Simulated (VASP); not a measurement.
## SrTiO3: single point with PBEsol

The system is SrTiO3.

```
Sr Ti O
1.0
     3.83275    0.00000    0.00000
     0.00000    3.83275    0.00000
     0.00000    0.00000    3.83275
Sr Ti O
1 1 3
Direct
  0.00000 0.00000 0.00000
  0.50000 0.50000 0.50000
  0.00000 0.50000 0.50000
  0.50000 0.00000 0.50000
  0.50000 0.50000 0.00000
```

This cell differs from its parent crystal: strain -0.015 along x and y, -0.015 along z.

```
Program                : VASP 6.6.1
Task                   : single point
Functional             : PBEsol
Potentials or basis    : VASP PAW PBE potentials, release 64 (Sr_sv, Ti_sv, O)
Cutoff                 : 520 eV
k mesh                 : 8 × 8 × 8
Occupations            : gaussian, width 0.05 eV
Spin                   : no spin polarisation
Dipole correction      : no
Further INCAR settings : ALGO = Normal; EDIFF = 1e-06; NBANDS = 28
```

```json
{"Pressure": "10.1 GPa", "Band gap on the k mesh": "1.89 eV (least direct gap 2.21 eV)"}
```

Levels at points of the mesh, in eV from the valence-band top:
```
           k point  band 18  band 19  band 20  band 21  band 22  band 23
(0.00, 0.00, 0.00)    -0.32    -0.32    -0.32     1.89     1.89     1.89
(0.50, 0.00, 0.00)    -2.22    -0.73    -0.73     2.10     4.07     4.07
(0.50, 0.50, 0.00)    -1.65    -1.65    -0.11     4.08     4.08     4.55
(0.50, 0.50, 0.50)     0.00     0.00     0.00     4.83     4.83     4.83
```

Run time: 33 s on 1 thread of Intel(R) Xeon(R) 6975P-C (Granite Rapids) (shared host), peak memory 0.2 GiB.

Caveat: the cell differs from its parent crystal (strain -0.015 along x and y, -0.015 along z); the cell stands under pressure; the PAW data sets were made with another functional, which shifts forces and pressure a little. A k mesh can miss the band edges.
